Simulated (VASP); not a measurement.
A run of VASP 6.6.1 is set up as follows.

Contents of INCAR:

```
SYSTEM = KTaO3
  ALGO = Normal
  EDIFF = 1E-6
  ENCUT = 520
  GGA = PE
  ISIF = 2
  ISMEAR = 0
  LASPH = .TRUE.
  LCHARG = .TRUE.
  LELF = .TRUE.
  LREAL = .FALSE.
  LVHAR = .TRUE.
  LWAVE = .FALSE.
  NBANDS = 27
  NELM = 80
  PREC = Accurate
  SIGMA = 0.05
```

The input KPOINTS:

```
k-points
0
G
  8 8 8
  0 0 0
```

Contents of POSCAR:

```
KTaO3
1.0
    4.4769407550      0.0000000000      0.0000000000
    0.0000000000      4.4769407550      0.0000000000
    0.0000000000      0.0000000000      3.1651971138
K Ta O
1 1 3
Direct
    0.5000000000      0.5000000000      0.5000000000
    0.0000000000      0.0000000000      0.0000000000
    0.5000000000      0.0000000000      0.0000000000
    0.0000000000      0.5000000000      0.0000000000
    0.0000000000      0.0000000000      0.5000000000
```

Potentials or basis: VASP PAW PBE potentials, release 64 (K_sv, Ta_pv, O).

Command:

```console
$ cat potpaw_PBE.64/K_sv/POTCAR potpaw_PBE.64/Ta_pv/POTCAR potpaw_PBE.64/O/POTCAR > POTCAR
$ mpirun -np 1 vasp_std > vasp.out
```

Q: Estimate the band gap on the k mesh.

A: 0.36 eV.

Q: What does it give for the pressure?

A: 62.0 GPa.

Stress tensor (GPa, compression positive):
```
-22.71   0.00   0.00
  0.00 -22.71   0.00
  0.00   0.00 231.39
```

Caveat: the stress differs along the axes, from -23 to 231 GPa; spin-orbit coupling is left out, which moves the levels of the heavy elements. A k mesh can miss the band edges.
